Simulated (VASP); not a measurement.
Wanted: the native input for a VASP 6.6.1 run.

* Task: relaxation of shape and atoms at fixed volume
* Functional: PBE
* Potentials or basis: VASP PAW PBE potentials, release 64 (Cd, Se, S)
* Cutoff: 600 eV
* k mesh: 6 × 6 × 4
* Occupations: gaussian, width 0.02 eV
* Spin: no spin polarisation
* Dipole correction: no
* Further INCAR settings: ALGO = Normal; EDIFF = 1e-06; IBRION = 2; EDIFFG = -0.01; NSW = 50; ISIF = 4

The structure of Cd4SeS3 lies in POSCAR:

```
Cd4SeS3
1.0
    4.3250345566      0.0000000000      0.0000000000
    0.0000000000      4.3250345566      0.0000000000
    0.0000000000      0.0000000000     12.1960603359
Cd Se S
4 1 3
Direct
    0.5000000000      0.0000000000      0.6216120000
    0.0000000000      0.5000000000      0.8655710000
    0.5000000000      0.0000000000      0.1344290000
    0.0000000000      0.5000000000      0.3783880000
    0.0000000000      0.0000000000      0.0000000000
    0.5000000000      0.5000000000      0.2565630000
    0.0000000000      0.0000000000      0.5000000000
    0.5000000000      0.5000000000      0.7434370000
```

One way to write it, as run:

INCAR

```
  ALGO = Normal
  EDIFF = 1E-6
  EDIFFG = -0.01
  ENCUT = 600
  GGA = PE
  IBRION = 2
  ISIF = 4
  ISMEAR = 0
  LASPH = True
  LCHARG = False
  LREAL = False
  LWAVE = False
  NELM = 80
  NSW = 50
  PREC = Accurate
  SIGMA = 0.02
```

KPOINTS

```
k-points
0
Gamma
  6 6 4
```

Potentials or basis: VASP PAW PBE potentials, release 64 (Cd, Se, S).

The run is started by

```sh
$ cat potpaw_PBE.64/Cd/POTCAR potpaw_PBE.64/Se/POTCAR potpaw_PBE.64/S/POTCAR > POTCAR
$ mpirun -np 1 vasp_std > vasp.out
```

Results of the run:

```yaml
Energy_gained_by_relaxing: 0.0 meV/atom
Ionic_steps: 3
Pressure_after_relaxing: -2.4 GPa
Largest_force_after_relaxing: 0.009 eV/Å
Band_gap_on_the_k_mesh: 0.71 eV
```

Caveat: semilocal functionals underestimate gaps, and a narrow one can read as zero.

It took 13 min on 1 thread of Oxide Virtual Turin-like Processor, with other jobs on the host, peak memory 0.53 GiB.
